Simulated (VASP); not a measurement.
Ti, 1 atom in the cell. Symmetry: Pm-3m, No. 221, cubic system. The conventional cell has a = 2.586 Å, b = 2.586 Å, c = 2.586 Å, α = 90.00°, β = 90.00°, γ = 90.00°. Within 3.4 Å of Ti (site symmetry m-3m) lie 6 Ti at 2.59 Å. This isn't the form of Ti at room conditions, which is hcp.

* Program: VASP 6.6.1
* Task: single point
* Functional: PBE
* Potentials or basis: VASP PAW PBE potentials, release 64 (Ti_sv)
* Cutoff: 520 eV
* k mesh: 41 × 41 × 41
* Occupations: fermi-dirac, width 0.0612256 eV
* Spin: no spin polarisation
* Dipole correction: no
* Further INCAR settings: ALGO = Normal; EDIFF = 1e-06; NBANDS = 12

Potentials or basis: VASP PAW PBE potentials, release 64 (Ti_sv).

The run is started by

```console
$ cat potpaw_PBE.64/Ti_sv/POTCAR > POTCAR
$ mpirun -np 1 vasp_std > vasp.out
```

Hardware: 1 thread of Intel(R) Xeon(R) 6975P-C (Granite Rapids), on a shared host.

How long does it take, and how much memory?

Run time: 88 s on 1 thread of Intel(R) Xeon(R) 6975P-C (Granite Rapids), on a shared host, peak memory 0.43 GiB. Counts: scf iterations 12, k points 1771.
